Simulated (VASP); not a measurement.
# MoW3 (P4/mmm) in VASP: relaxation of cell and atoms with PBE

Aim: the relaxation of cell and atoms of MoW3 with PBE.

Program: VASP 6.6.1. These are calculated values, not measurements. Logs are shortened: lines on timing, memory, paths and dates and some standing lists are left out, and cuts for length are marked.

### 1 The cell of the first run

The structure is tetragonal, space group P4/mmm (No. 123). The conventional cell has a = 3.168 Å, b = 3.168 Å, c = 6.395 Å, α = 90.00°, β = 90.00°, γ = 90.00°. Within 3.6 Å of Mo (site symmetry 4/mmm) lie 10 W at 2.75 to 3.20 Å and 4 Mo at 3.17 Å. Within 3.6 Å of W (site symmetry 4/mmm) lie 12 W at 2.75 to 3.17 Å and 2 Mo at 3.20 Å. W (site symmetry 4mm) has 4 Mo at 2.75 Å and 10 W at 2.75 to 3.20 Å within 3.6 Å.

### 2 Relaxation of cell and atoms, PBE

Contents of INCAR:

```
SYSTEM = MoW3
  PREC = Accurate
  ENCUT = 500
  EDIFF = 1E-7
  ISMEAR = 0
  SIGMA = 0.1
  LREAL = .False.
  LASPH = .True.
  NELM = 120
  ALGO = Normal
  ISIF = 3
  LWAVE = .False.
  LCHARG = .False.
  GGA = PE
  IBRION = 2
  NSW = 100
  EDIFFG = -0.01
  GGA_COMPAT = .False.
  NELMIN = 4
```

Contents of KPOINTS:

```
Automatic mesh
0
Gamma
  14 14 8
  0 0 0
```

Contents of POSCAR:

```
MoW3
1.0
    3.1682598132      0.0000000000      0.0000000000
    0.0000000000      3.1682598132      0.0000000000
    0.0000000000      0.0000000000      6.3952928214
Mo W
1 3
Direct
    0.0000000000      0.0000000000      0.5000000000
    0.0000000000      0.0000000000      0.0000000000
    0.5000000000      0.5000000000      0.2505625556
    0.5000000000      0.5000000000      0.7494374444
```

Potentials or basis: VASP PAW PBE potentials, release 64 (Mo_sv, W_sv).

The run is started by

```console
$ cat potpaw_PBE.64/Mo_sv/POTCAR potpaw_PBE.64/W_sv/POTCAR > POTCAR
$ mpirun -np 1 vasp_std > vasp.out
```

OUTCAR:

```text
SYSTEM = MoW3
   PREC = Accurate
   ENCUT = 500
   EDIFF = 1E-7
   ISMEAR = 0
   LREAL = .False.
   LASPH = .True.
   NELM = 120
   ISIF = 3
   GGA = PE
   IBRION = 2
   NSW = 100
   EDIFFG = -0.01
   NELMIN = 4

 ion  position               nearest neighbor table
   1  0.000  0.000  0.500-   3 2.75   4 2.75   3 2.75   4 2.75   3 2.75   4 2.75   3 2.75   4 2.75
                             2 3.20   2 3.20
   2  0.000  0.000  0.000-   3 2.75   4 2.75   3 2.75   4 2.75   3 2.75   4 2.75   3 2.75   4 2.75
                             1 3.20   1 3.20
   3  0.500  0.500  0.251-   1 2.75   1 2.75   1 2.75   1 2.75   2 2.75   2 2.75   2 2.75   2 2.75
                             4 3.19   4 3.20
   4  0.500  0.500  0.749-   1 2.75   1 2.75   1 2.75   1 2.75   2 2.75   2 2.75   2 2.75   2 2.75
                             3 3.19   3 3.20

  LATTYP: Found a simple tetragonal cell.
 ALAT       =     3.1682598132
 C/A-ratio  =     2.0185506235

  Lattice vectors:

 A1 = (   3.1682598132,   0.0000000000,   0.0000000000)
 A2 = (   0.0000000000,   3.1682598132,   0.0000000000)
 A3 = (   0.0000000000,   0.0000000000,   6.3952928214)

Analysis of symmetry for initial positions (statically):
=====================================================================
 Subroutine PRICEL returns:
 Original cell was already a primitive cell.

 Routine SETGRP: Setting up the symmetry group for a
 simple tetragonal supercell.

 Subroutine GETGRP returns: Found 16 space group operations
 (whereof 16 operations were pure point group operations)
 out of a pool of 16 trial point group operations.

The static configuration has the point symmetry D_4h.

Analysis of symmetry for dynamics (positions and initial velocities):
=====================================================================
 Subroutine PRICEL returns:
 Original cell was already a primitive cell.

 Routine SETGRP: Setting up the symmetry group for a
 simple tetragonal supercell.

 Subroutine GETGRP returns: Found 16 space group operations
 (whereof 16 operations were pure point group operations)
 out of a pool of 16 trial point group operations.

The dynamic configuration has the point symmetry D_4h.

 Subroutine INISYM returns: Found 16 space group operations
 (whereof 16 operations are pure point group operations),
 and found     1 'primitive' translations

----------------------------------------------------------------------------------------

                                     Primitive cell

  volume of cell :      64.1951

  direct lattice vectors                    reciprocal lattice vectors
     3.168259813  0.000000000  0.000000000     0.315630680  0.000000000  0.000000000
     0.000000000  3.168259813  0.000000000     0.000000000  0.315630680  0.000000000
     0.000000000  0.000000000  6.395292821     0.000000000  0.000000000  0.156365006

  length of vectors
     3.168259813  3.168259813  6.395292821     0.315630680  0.315630680  0.156365006

  position of ions in fractional coordinates (direct lattice)
     0.000000000  0.000000000  0.500000000
     0.000000000  0.000000000  0.000000000
     0.500000000  0.500000000  0.250562556
     0.500000000  0.500000000  0.749437444

  ion indices of the primitive-cell ions
   primitive index   ion index
                 1           1
                 2           2
                 3           3
                 4           4

----------------------------------------------------------------------------------------

 KPOINTS: Automatic mesh

Automatic generation of k-mesh.
 Grid dimensions read from file:
 generate k-points for:   14   14    8

 Generating k-lattice:

  Cartesian coordinates                     Fractional coordinates (reciprocal lattice)
     0.022545049  0.000000000  0.000000000     0.071428571  0.000000000  0.000000000
     0.000000000  0.022545049  0.000000000     0.000000000  0.071428571  0.000000000
     0.000000000  0.000000000  0.019545626     0.000000000  0.000000000  0.125000000

  Length of vectors
     0.022545049  0.022545049  0.019545626

  Shift w.r.t. Gamma in fractional coordinates (k-lattice)
     0.000000000  0.000000000  0.000000000

 Subroutine IBZKPT returns following result:
 ===========================================

 Found    180 irreducible k-points:

 Following reciprocal coordinates:
            Coordinates               Weight
  0.000000  0.000000  0.000000      1.000000
  0.071429  0.000000  0.000000      4.000000
  0.142857  0.000000  0.000000      4.000000
  0.214286  0.000000  0.000000      4.000000
  0.285714  0.000000  0.000000      4.000000
  0.357143  0.000000  0.000000      4.000000
[... 16 lines left out ...]
  0.285714  0.214286  0.000000      8.000000
  0.357143  0.214286  0.000000      8.000000
 [... further k-points ...]
   k-points           NKPTS =    180   k-points in BZ     NKDIM =    180   number of bands    NBANDS=     33
   number of dos      NEDOS =    301   number of ions     NIONS =      4
   total plane-waves  NPLWV =  27648
   dimension x,y,z NGX =    24 NGY =   24 NGZ =   48
   dimension x,y,z NGXF=    48 NGYF=   48 NGZF=   96
   ions per type =               1   3
   NGX,Y,Z   is equivalent  to a cutoff of  12.59, 12.59, 12.48 a.u.
   NGXF,Y,Z  is equivalent  to a cutoff of  25.19, 25.19, 24.96 a.u.
 SYSTEM =  MoW3
   PREC   = accura    normal or accurate (medium, high low for compatibility)
   ISTART =      0    job   : 0-new  1-cont  2-samecut
   ICHARG =      2    charge: 1-file 2-atom 10-const
   ISPIN  =      1    spin polarized calculation?
   LNONCOLLINEAR =      F non collinear calculations
   LSORBIT =      F    spin-orbit coupling
   LASPH  =      T    aspherical Exc in radial PAW
   ENCUT  =  500.0 eV  36.75 Ry    6.06 a.u.   5.78  5.78 11.66*2*pi/ulx,y,z
   NELM   =    120;   NELMIN=  4; NELMDL= -5     # of ELM steps
   EDIFF  = 0.1E-06   stopping-criterion for ELM
   LREAL  =      F    real-space projection
   EDIFFG = -.1E-01   stopping-criterion for IOM
   NSW    =    100    number of steps for IOM
   IBRION =      2    ionic relax: 0-MD 1-quasi-New 2-CG
   NFREE  =      1    steps in history (QN), initial steepest desc. (CG)
   ISIF   =      3    stress and relaxation
   ISYM   =      2    0-nonsym 1-usesym 2-fastsym
   POTIM  = 0.5000    time-step for ionic-motion
   TEBEG  =    0.0;   TEEND  =   0.0 temperature during run
   PSTRESS=    0.0 pullay stress
   NELECT =      56.0000    total number of electrons
   NUPDOWN=      -1.0000    fix difference up-down
   EMIN   =  10.00;   EMAX   =-10.00  energy-range for DOS
   EFERMI =   0.00;   METHOD = LEGACY
   ISMEAR =     0;   SIGMA  =   0.10  broadening in eV -4-tet -1-fermi 0-gaus
   EFERMI_NEDOS =   21; number of points for ismear=-14 and -15
   IALGO  =     38    algorithm
   IMIX   =      4    mixing-type and parameters
     AMIX     =   0.40;   BMIX     =  1.00
     AMIX_MAG =   1.60;   BMIX_MAG =  1.00
  volume/ion in A,a.u.               =      16.05       108.30
  Fermi-wavevector in a.u.,A,eV,Ry     =   1.564240  2.955986 33.291389  2.446848
  Thomas-Fermi vector in A             =   2.666893
   LORBIT       =      0    0 simple, 1 ext, 2 COOP (PROOUT), +10 PAW based schemes
   GGA     = PE    functional components
   LHFCALC =     F    Hartree Fock is set to
   AEXX    =    0.0000 exact exchange contribution
   IVDW    =     0    specifies the selected vdW correction
   LEPSILON=     F    determine dielectric tensor
   LRPA    =     F    only Hartree local field effects (RPA)
 conjugate gradient relaxation of ions
 non-spin polarized calculation
 Gauss-broadening in eV      SIGMA  =   0.10
  energy-cutoff  :      500.00
  volume of cell :       64.20
 maximum number of plane-waves:      1652
 NGX is ok and might be reduce to    24
   NGX = 11   NGY = 11   NGZ = 23

--------------------------------------- Ionic step        1  -------------------------------------------

 number of electron      55.9999999 magnetization

 Free energy of the ion-electron system (eV)
  ---------------------------------------------------
  ext. energy  EPLUGINS =         0.00000000
  ---------------------------------------------------
  free energy    TOTEN  =       -49.81596274 eV

  energy without entropy =      -49.80636027  energy(sigma->0) =      -49.81116151

------------------------ aborting loop because EDIFF is reached ----------------------------------------

  FORCE on cell =-STRESS in cart. coord.  units (eV):
  Direction    XX          YY          ZZ          XY          YZ          ZX
  --------------------------------------------------------------------------------------
  -------------------------------------------------------------------------------------
  Total        0.5230268      0.5230268     -0.5051467      0.0000000     -0.0000000     -0.0000000
  in kB       13.0536654     13.0536654    -12.6074164      0.0000000     -0.0000000     -0.0000000
  external PRESSURE =       4.4999715 kB  Pullay stress =       0.0000000 kB

 VOLUME and BASIS-vectors are now :
 -----------------------------------------------------------------------------
  energy-cutoff  :      500.00
  volume of cell :       64.20
      direct lattice vectors                 reciprocal lattice vectors
     3.168259813  0.000000000  0.000000000     0.315630680  0.000000000  0.000000000
     0.000000000  3.168259813  0.000000000     0.000000000  0.315630680  0.000000000
     0.000000000  0.000000000  6.395292821     0.000000000  0.000000000  0.156365006
[... 115 lines left out ...]
 POSITION                                       TOTAL-FORCE (eV/Angst)
 -----------------------------------------------------------------------------------
     -0.00000     -0.00000      3.16853        -0.000000      0.000000      0.000000
      0.00000      0.00000      0.00000        -0.000000      0.000000      0.000000
      1.58890      1.58890      1.58983         0.000000      0.000000     -0.001257
      1.58890      1.58890      4.74724        -0.000000     -0.000000      0.001257
 -----------------------------------------------------------------------------------
    total drift:                                0.000000     -0.000000      0.000000

  FREE ENERGIE OF THE ION-ELECTRON SYSTEM (eV)
  ---------------------------------------------------
  free  energy   TOTEN  =       -49.8173281721 eV

  energy  without entropy=      -49.8073371735  energy(sigma->0) =      -49.81233267

--------------------------------------- Ionic step        5  -------------------------------------------

 number of electron      55.9999997 magnetization

 Free energy of the ion-electron system (eV)
  ---------------------------------------------------
  ext. energy  EPLUGINS =         0.00000000
  ---------------------------------------------------
  free energy    TOTEN  =       -49.81908845 eV

  energy without entropy =      -49.80923282  energy(sigma->0) =      -49.81416064

 E-fermi :  11.5149     XC(G=0): -13.4825

 val. band max:       11.5026256960   @ k =   0.4286   0.0714   0.1250
 cond. band min:      11.5262579184   @ k =   0.3571   0.0000   0.0000
 fundamental gap:      0.0236322224
 Fermi energy:        11.5148887888

 k-point     1 :       0.0000    0.0000    0.0000
  band No.  band energies     occupation
      1     -62.7195      2.00000
      2     -62.6688      2.00000
      3     -62.5382      2.00000
      4     -49.5565      2.00000
      5     -27.1083      2.00000
      6     -27.0681      2.00000
[... 853 lines left out ...]
     32      13.4807      0.00000
     33      13.5595      0.00000

 [... further k-points ...]
[... 5 lines left out ...]
  --------------------------------------------------------------------------------------
  -------------------------------------------------------------------------------------
  Total       -0.0023798     -0.0023798      0.0054346      0.0000000      0.0000000      0.0000000
  in kB       -0.0593073     -0.0593073      0.1354360      0.0000000      0.0000000      0.0000000
  external PRESSURE =       0.0056071 kB  Pullay stress =       0.0000000 kB

 VOLUME and BASIS-vectors are now :
 -----------------------------------------------------------------------------
  energy-cutoff  :      500.00
  volume of cell :       64.29
      direct lattice vectors                 reciprocal lattice vectors
     3.178938067  0.000000000 -0.000000000     0.314570457  0.000000000  0.000000000
    -0.000000000  3.178938067  0.000000000     0.000000000  0.314570457  0.000000000
    -0.000000000 -0.000000000  6.361811755     0.000000000 -0.000000000  0.157187927

 POSITION                                       TOTAL-FORCE (eV/Angst)
 -----------------------------------------------------------------------------------
     -0.00000     -0.00000      3.18091        -0.000000      0.000000     -0.000000
      0.00000      0.00000      0.00000         0.000000      0.000000     -0.000000
      1.58947      1.58947      1.59533        -0.000000     -0.000000      0.009156
      1.58947      1.58947      4.76648         0.000000      0.000000     -0.009156
 -----------------------------------------------------------------------------------
    total drift:                                0.000000     -0.000000      0.000000

  FREE ENERGIE OF THE ION-ELECTRON SYSTEM (eV)
  ---------------------------------------------------
  free  energy   TOTEN  =       -49.8190884492 eV

  energy  without entropy=      -49.8092328243  energy(sigma->0) =      -49.81416064

 reached required accuracy - stopping structural energy minimisation
```

It took 20 min on 1 thread of Intel Xeon 8259CL, shared host; peak memory 0.42 GiB.

What came out:

```
Free energy                           : -49.8191 eV
Relaxed volume                        : 16.07 Å³/atom
Relaxed cell                          : a = 3.179 Å, b = 3.179 Å, c = 6.362 Å, α = 90.00°, β = 90.00°, γ = 90.00°
Space group after relaxing (to 0.1 Å) : P4/mmm (No. 123)
Energy gained by relaxing             : 0.8 meV/atom
Ionic steps                           : 5
Pressure after relaxing               : 0.0 GPa
Largest force after relaxing          : 0.009 eV/Å
Band gap on the k mesh                : zero (bands 28 and 29 overlap by 1.36 eV)
```

Forces on the atoms (eV/Å):
```
Mo   0.000  0.000  0.000
W    0.000  0.000  0.000
W    0.000  0.000  0.009
W    0.000  0.000 -0.009
```

The path:
```tsv
step	energy change (eV)	largest force (eV/Å)	pressure (GPa)	volume (Å³)
1	0.0000	0.0363	0.45	64.20
2	-0.0011	0.0056	-1.45	64.61
3	-0.0027	0.0136	-0.63	64.43
4	-0.0014	0.0013	1.36	63.99
5	-0.0031	0.0092	0.00	64.29
```

Final structure:
```
CELL_PARAMETERS angstrom
3.17894 0.00000 0.00000
0.00000 3.17894 0.00000
0.00000 0.00000 6.36181
ATOMIC_POSITIONS crystal
Mo 0.00000 0.00000 0.50000
W 0.00000 0.00000 0.00000
W 0.50000 0.50000 0.25077
W 0.50000 0.50000 0.74923
```

Caveat: spin-orbit coupling is left out, which moves the levels of the heavy elements.
